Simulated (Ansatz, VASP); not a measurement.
AlRu: VASP beside Ansatz

The input POSCAR:

```
AlRu
1.0
    2.9217374363      0.0000000000      0.0000000000
    0.0000000000      2.9217374363      0.0000000000
    0.0000000000      0.0000000000      2.9217374363
Al Ru
1 1
Direct
    0.0000000000      0.0000000000      0.0000000000
    0.5000000000      0.5000000000      0.5000000000
```

Contents of INCAR.step1:

```
  PREC = Accurate
  ENCUT = 520
  ISMEAR = 0
  SIGMA = 0.1
  LREAL = False
  LASPH = True
  NELM = 100
  NBANDS = 16
  GGA = PE
  ALGO = Normal
  EDIFF = 1E-4
  LWAVE = True
  LCHARG = False
```

INCAR.step2

```
  PREC = Accurate
  ENCUT = 520
  EDIFF = 1E-6
  ISMEAR = 0
  SIGMA = 0.1
  LREAL = False
  LASPH = True
  NELM = 100
  ALGO = Normal
  ISIF = 2
  LWAVE = False
  LCHARG = True
  METAGGA = R2SCAN
  LMIXTAU = True
  LELF = True
  LVHAR = True
  NBANDS = 16
  ISTART = 1
```

Contents of KPOINTS:

```
regular mesh
0
Gamma
  14 14 14
```

Input for Ansatz:

```yaml
crystal:
  lattice:
    - [2.9217374363, 0.0, 0.0]
    - [0.0, 2.9217374363, 0.0]
    - [0.0, 0.0, 2.9217374363]
  atoms:
    - { symbol: Al, position: [0.0, 0.0, 0.0] }
    - { symbol: Ru, position: [0.5, 0.5, 0.5] }
basis:
  ecutwfc: 500
kpoints:
  mp_grid: { grid: [14, 14, 14] }
hamiltonian:
  xc: r2scan
scf:
  occupations: { method: gaussian, width: 0.1 }
output:
  forces: true
  stress: true
  eigenvalues: true
```

Alike in both runs: task single point; functional r2SCAN; k mesh 14 × 14 × 14; occupations gaussian, width 0.1 eV; no spin polarisation.

```csv
,VASP,Ansatz
version,VASP 6.6.1,Ansatz 0.2.0
potentials or method,"VASP PAW PBE potentials, release 64 (Al, Ru_pv), cutoff 520 eV","scalar-relativistic, plane waves, PAW"
valence electrons in the cell,17,19
```

Ansatz gave:

| Item | Value |
| --- | --- |
| gap on the k mesh at the Fermi level (eV) | none |
| pressure (GPa) | 15.6 |

Question: Estimate VASP's values.

Answer: gap on the k mesh at the Fermi level (eV): none; pressure (GPa): 15.9.

VASP's potentials were made for PBE, not for r2SCAN. A gap of «none» marks a metal or a gap that the smearing closes. The functional is the same, so the differences come from potentials, cutoffs and numerics. VASP's potentials hold 17 valence electrons a cell and Ansatz's 19, so a difference there can come from the potentials and not from the codes.
